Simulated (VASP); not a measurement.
Here is a VASP 6.6.1 calculation.

INCAR

```
SYSTEM = Mg
  AGGAC = 1.0
  AGGAX = 1.0
  ALDAC = 0.0
  ALDAX = 1.0
  ALGO = Normal
  EDIFF = 1E-7
  ENCUT = 520
  GGA = B5
  ISIF = 2
  ISMEAR = -1
  LASPH = .TRUE.
  LCHARG = .TRUE.
  LELF = .TRUE.
  LREAL = .FALSE.
  LVHAR = .TRUE.
  LWAVE = .FALSE.
  NBANDS = 12
  NELM = 80
  PREC = Accurate
  SIGMA = 0.1
```

File KPOINTS:

```
k-points
0
G
  13 13 4
  0 0 0
```

POSCAR

```
Mg
1.0
    3.3029755472      0.0000000000      0.0000000000
   -1.6514877736      2.8604607320      0.0000000000
    0.0000000000      0.0000000000     10.7569796565
Mg
4
Direct
    1.0000000000      1.0000000000      0.0000000000
    1.0000000000      1.0000000000      0.5000000000
    0.3333333333      0.6666666667      0.2500000000
    0.6666666667      0.3333333333      0.7500000000
```

Potentials or basis: VASP PAW PBE potentials, release 64 (Mg).

Run with:

```bash
$ cat potpaw_PBE.64/Mg/POTCAR > POTCAR
$ mpirun -np 1 vasp_std > vasp.out
```

**Question.** Estimate the pressure.

**Answer.** -1.9 GPa.

**Question.** Predict the band gap on the k mesh.

**Answer.** Zero (bands 4 and 5 overlap by 2.50 eV).

Stress tensor (GPa, compression positive):
```
-1.99  0.00  0.00
 0.00 -1.99  0.00
 0.00  0.00 -1.82
```

Caveat: the PAW data sets were made with another functional, which shifts forces and pressure a little.
